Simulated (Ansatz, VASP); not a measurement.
**Two plane-wave programs on CdS**

File POSCAR:

```
CdS
1.0
    0.0000000000      2.9392138922      2.9392138922
    2.9392138922      0.0000000000      2.9392138922
    2.9392138922      2.9392138922      0.0000000000
Cd S
1 1
Direct
    0.0000000000      0.0000000000      0.0000000000
    0.2500000000      0.2500000000      0.2500000000
```

The input INCAR.step1:

```
SYSTEM = CdS
PREC = Accurate ; ENCUT = 520
ISMEAR = 0 ; SIGMA = 0.01
LREAL = .FALSE. ; LASPH = .TRUE.
NELM = 60 ; NBANDS = 16
GGA = PE ; ALGO = Normal
EDIFF = 1E-4 ; LWAVE = .TRUE.
LCHARG = .FALSE.
```

Contents of INCAR.step2:

```
SYSTEM = CdS
PREC = Accurate ; ENCUT = 520
EDIFF = 1E-7 ; ISMEAR = 0
SIGMA = 0.01 ; LREAL = .FALSE.
LASPH = .TRUE. ; NELM = 60
ALGO = Normal ; ISIF = 2
LWAVE = .FALSE. ; LCHARG = .FALSE.
METAGGA = R2SCAN ; LMIXTAU = .TRUE.
NBANDS = 16 ; ISTART = 1
```

KPOINTS

```
regular mesh
0
G
  6 6 6
  0 0 0
```

Input for Ansatz:

```yaml
crystal:
  lattice:
    - [0.0, 2.9392138922, 2.9392138922]
    - [2.9392138922, 0.0, 2.9392138922]
    - [2.9392138922, 2.9392138922, 0.0]
  atoms:
    - { symbol: Cd, position: [0.0, 0.0, 0.0] }
    - { symbol: S, position: [0.25, 0.25, 0.25] }
kpoints:
  mp_grid: { grid: [6, 6, 6] }
hamiltonian:
  xc: r2scan
scf:
  occupations: { method: fixed }
  n_extra_bands: 4
output:
  forces: true
  stress: true
  eigenvalues: true
```

Alike in both runs: task single point; functional r2SCAN; k mesh 6 × 6 × 6; no spin polarisation.

|  | VASP | Ansatz |
| --- | --- | --- |
| version | VASP 6.6.1 | Ansatz 0.2.0 |
| potentials or method | VASP PAW PBE potentials, release 64 (Cd, S) | plane waves, PAW |
| plane-wave cutoff (eV) | 520 | 500 |
| occupations | gaussian, width 0.01 eV | fixed |
| valence electrons in the cell | 18 | 26 |

VASP gave:

```
gap on the k mesh at the Fermi level (eV) : 1.54
pressure (GPa)                            : 0.3
```

Task: What did Ansatz give for the same quantities?

Result: gap on the k mesh at the Fermi level (eV): 1.54; pressure (GPa): 0.0.

VASP's potentials were made for PBE, not for r2SCAN. VASP's potentials hold 18 valence electrons a cell and Ansatz's 26, so a difference there can come from the potentials and not from the codes.
